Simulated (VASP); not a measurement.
# ZnSe (Stilleite): relaxation of cell and atoms with PBEsol

ZnSe (Stilleite):

```
Zn Se
1.0
     4.00760    0.00000    0.00000
     2.00380    3.47068    0.00000
     2.00380    1.15689    3.27219
Zn Se
1 1
Direct
  0.00000 0.00000 0.00000
  0.25000 0.25000 0.25000
```

```
Program                : VASP 6.6.1
Task                   : relaxation of cell and atoms
Functional             : PBEsol
Potentials or basis    : VASP PAW PBE potentials, release 64 (Zn, Se)
Cutoff                 : 600 eV
k mesh                 : 6 × 6 × 6, shifted
Occupations            : fermi-dirac, width 0.01 eV
Spin                   : no spin polarisation
Dipole correction      : no
Further INCAR settings : ALGO = Normal; EDIFF = 1e-06; ISYM = 0; IBRION = 2; EDIFFG = -0.01; NSW = 80; ISIF = 3
```

```yaml
Relaxed_volume: 22.44 Å³/atom
Relaxed_cell: a = 3.989 Å, b = 3.989 Å, c = 3.989 Å, α = 60.00°, β = 60.00°, γ = 60.00°
Space_group_after_relaxing_to_0.05_Å: F-43m (No. 216)
Energy_gained_by_relaxing: 0.9 meV/atom
Ionic_steps: 3
Pressure_after_relaxing: 0.0 GPa
Band_gap_on_the_k_mesh: 1.93 eV, direct
```

Step by step:
```
step  energy change (eV)  largest force (eV/Å)  pressure (GPa)  volume (Å³)
   1              0.0000                0.0000           -0.91        45.51
   2             -0.0017                0.0000            0.45        44.67
   3             -0.0019                0.0000            0.01        44.88
```

Final structure:
```yaml
crystal:
  lattice:
    - [3.98903, 0.00000, 0.00000]
    - [1.99452, 3.45460, 0.00000]
    - [1.99452, 1.15154, 3.25703]
  atoms:
    - { symbol: Zn, position: [0.00000, 0.00000, 0.00000] }
    - { symbol: Se, position: [0.25000, 0.25000, 0.25000] }
```

Levels at points of the mesh, in eV from the valence-band top:
| k point | band 5 | band 6 | band 7 | band 8 | band 9 | band 10 | band 11 | band 12 | band 13 |
| --- | --- | --- | --- | --- | --- | --- | --- | --- | --- |
| (0.08, 0.08, 0.08) | -6.15 | -6.15 | -0.70 | 0.00 | 0.00 | 1.93 | 5.73 | 5.93 | 5.93 |

Wall time 4.1 min on 1 thread of AMD EPYC 9R45 96-Core Processor (Zen 5) (shared host), peak memory 0.45 GiB.

Caveat: the PAW data sets were made with another functional, which shifts forces and pressure a little. A k mesh can miss the band edges.
